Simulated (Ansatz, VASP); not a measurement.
MoS2 in VASP and in Ansatz

File INCAR:

```
PREC = Accurate ; ENCUT = 520
EDIFF = 1E-6 ; ISMEAR = -1
SIGMA = 0.05 ; LREAL = False
LASPH = True ; NELM = 60
ALGO = Normal ; ISIF = 2
LWAVE = False ; LCHARG = False
GGA = PS ; NBANDS = 20
```

Contents of KPOINTS:

```
regular mesh
0
Gamma
  6 6 6
```

Contents of POSCAR:

```
MoS2
1.0
    1.5800000000      0.9122134253      6.1500000000
   -1.5800000000      0.9122134253      6.1500000000
    0.0000000000     -1.8244268506      6.1500000000
Mo S
1 2
Direct
    0.0000000000      0.0000000000      0.0000000000
    0.4170000000      0.4170000000      0.4170000000
    0.2500000000      0.2500000000      0.2500000000
```

Contents of input.yaml:

```yaml
crystal:
  lattice:
    - [1.58, 0.9122134253, 6.15]
    - [-1.58, 0.9122134253, 6.15]
    - [0.0, -1.8244268506, 6.15]
  atoms:
    - { symbol: Mo, position: [0.0, 0.0, 0.0] }
    - { symbol: S, position: [0.417, 0.417, 0.417] }
    - { symbol: S, position: [0.25, 0.25, 0.25] }
hamiltonian:
  xc: pbesol
  pseudopotentials: { kind: paw }
kpoints:
  mp_grid: { grid: [6, 6, 6] }
  band_path:
    path:
      - [[0.0, 0.0, 0.0], [0.5, 0.0, 0.0], [0.5, 0.181334009, -0.181334009]]
      - [[0.818665991, 0.5, 0.181334009], [0.5, 0.5, 0.5], [0.0, 0.0, 0.0], [0.3406670045, 0.0, -0.3406670045]]
      - [[0.6593329955, 0.3406670045, 0.0], [0.5, 0.5, 0.0], [0.6593329955, 0.6593329955, 0.181334009], [0.5, 0.5, 0.5]]
      - [[0.5, 0.0, 0.0], [0.818665991, 0.3406670045, 0.3406670045]]
    npoints: 14
scf:
  occupations: { method: fermi_dirac, width: 0.05 }
  n_extra_bands: 7
output:
  forces: true
  stress: true
  eigenvalues: true
  fatbands: false
```

Alike in both runs: functional PBEsol; k mesh 6 × 6 × 6; occupations fermi-dirac, width 0.05 eV; no spin polarisation.

```csv
,VASP,Ansatz
version,VASP 6.6.1,Ansatz 0.2.0
potentials or method,"VASP PAW PBE potentials, release 64 (Mo_sv, S)",Ansatz PAW
plane-wave cutoff (eV),520,420
valence electrons in the cell,26,26
task,single point,band structure
```

Ansatz gave:

| Quantity | Value |
| --- | --- |
| gap on the k mesh at the Fermi level (eV) | 0.90 |
| least direct gap on the mesh (eV) | 1.71 |
| pressure (GPa) | 0.3 |
| traceless stress, the component that is largest in VASP (GPa) | 2.01 |
| rms of the force components (eV/Å) | 0.111 |

**Question.** Which values does VASP return?

**Answer.** gap on the k mesh at the Fermi level (eV): 0.91; least direct gap on the mesh (eV): 1.71; pressure (GPa): 0.3; traceless stress, the component that is largest in VASP (GPa): 1.99; rms of the force components (eV/Å): 0.111.

VASP's potentials were made for PBE, not for PBEsol. Atom by atom the forces differ by 0.000 eV/Å (rms over components).
